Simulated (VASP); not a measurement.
**C: single point with PBEsol+D4**

The system is C.

```
CELL_PARAMETERS angstrom
0.00000 1.78337 1.78337
1.78337 0.00000 1.78337
1.78337 1.78337 0.00000
ATOMIC_POSITIONS crystal
C 0.75000 0.75000 0.75000
C 0.50000 0.50000 0.50000
```

* Program: VASP 6.6.1
* Task: single point
* Functional: PBEsol
* Dispersion: D4
* Potentials or basis: VASP PAW PBE potentials, release 64 (C)
* Cutoff: 520 eV
* k mesh: 13 × 13 × 13
* Occupations: fermi-dirac, width 0.05 eV
* Spin: no spin polarisation
* Dipole correction: no
* Further INCAR settings: ALGO = Normal; EDIFF = 1e-06; NBANDS = 11

| Property | Result |
| --- | --- |
| Pressure | -6.8 GPa |
| Band gap on the k mesh | 4.01 eV, indirect (least direct gap 5.54 eV) |
| Dispersion energy per atom | -0.119 eV |

Levels at points of the mesh, in eV from the valence-band top:
```csv
k point,band 1,band 2,band 3,band 4,band 5,band 6,band 7,band 8
"(0.00, 0.00, 0.00)",-21.52,0.00,0.00,0.00,5.54,5.54,5.54,13.37
```

It took 7.1 s on 1 thread of AMD EPYC 9R45 96-Core Processor (Zen 5) (shared host), peak memory 0.09 GiB.

Caveat: the PAW data sets were made with another functional, which shifts forces and pressure a little. A k mesh can miss the band edges.
